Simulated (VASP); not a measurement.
# BaTiO3: relaxation of cell and atoms with r2SCAN

The system is BaTiO3.

```
Ba Ti O
1.0
     4.04567    0.00000    0.00000
     0.00000    4.04567    0.00000
     0.00000    0.00000    4.04567
Ba Ti O
1 1 3
Direct
  0.50000 0.50000 0.50000
  0.00000 0.00000 0.00000
  0.00000 0.00000 0.50000
  0.00000 0.50000 0.00000
  0.50000 0.00000 0.00000
```

- Program: VASP 6.6.1
- Task: relaxation of cell and atoms
- Functional: r2SCAN
- Potentials or basis: VASP PAW PBE potentials, release 64 (Ba_sv, Ti_sv, O)
- Cutoff: 840 eV
- k mesh: 7 × 7 × 7
- Occupations: gaussian, width 0.03 eV
- Spin: no spin polarisation
- Tolerance level: standard
- Purpose: cell
- Passes: 3
- Further INCAR settings: ALGO = Normal; EDIFF = 1e-07

* Relaxed volume: 12.89 Å³/atom
* Relaxed cell: a = 4.010 Å, b = 4.010 Å, c = 4.010 Å, α = 90.00°, β = 90.00°, γ = 90.00°
* Space group after relaxing (to 0.1 Å): Pm-3m (No. 221)
* Energy gained by relaxing: 4.9 meV/atom
* Ionic steps: 7
* Pressure after relaxing: 0.0 GPa
* Band gap on the k mesh: 2.19 eV (least direct gap 2.29 eV)

The path:
| step | energy change (eV) | largest force (eV/Å) | pressure (GPa) | volume (Å³) |
| --- | --- | --- | --- | --- |
| 1 | 0.0000 | 0.0000 | -4.53 | 66.22 |
| 2 | 0.0033 | 0.0000 | 5.34 | 62.69 |
| 3 | -0.0254 | 0.0000 | -0.01 | 64.47 |
| 4 | -0.0246 | 0.0000 | -0.03 | 64.47 |
| 5 | -0.0246 | 0.0000 | 0.03 | 64.45 |
| 6 | -0.0246 | 0.0000 | 0.02 | 64.46 |
| 7 | -0.0246 | 0.0000 | 0.01 | 64.46 |

Final structure:
```cif
data_structure
_symmetry_space_group_name_H-M 'P 1'
_symmetry_Int_Tables_number 1
_cell_length_a 4.0095
_cell_length_b 4.0095
_cell_length_c 4.0095
_cell_angle_alpha 90.000
_cell_angle_beta 90.000
_cell_angle_gamma 90.000
_cell_volume 64.46
loop_
_atom_site_label
_atom_site_type_symbol
_atom_site_fract_x
_atom_site_fract_y
_atom_site_fract_z
_atom_site_occupancy
Ba1 Ba 0.50000 0.50000 0.50000 1
Ti1 Ti 0.00000 0.00000 0.00000 1
O1 O 0.00000 0.00000 0.50000 1
O2 O 0.00000 0.50000 0.00000 1
O3 O 0.50000 0.00000 0.00000 1
```

Levels at points of the mesh, in eV from the valence-band top:
| k point | band 17 | band 18 | band 19 | band 20 | band 21 | band 22 | band 23 | band 24 |
| --- | --- | --- | --- | --- | --- | --- | --- | --- |
| (0.00, 0.00, 0.00) | -1.05 | -0.10 | -0.10 | -0.10 | 2.18 | 2.18 | 2.18 | 4.20 |

It took 8.7 min on 8 MPI ranks on AMD EPYC 7R43 64-Core Processor (Zen 3), on a shared host, peak memory 0.32 GiB a rank.

Caveat: the PAW data sets were made with another functional, which shifts forces and pressure a little; spin-orbit coupling is left out, which moves the levels of the heavy elements; an odd mesh through Γ misses points on the zone boundary, where band edges can lie.
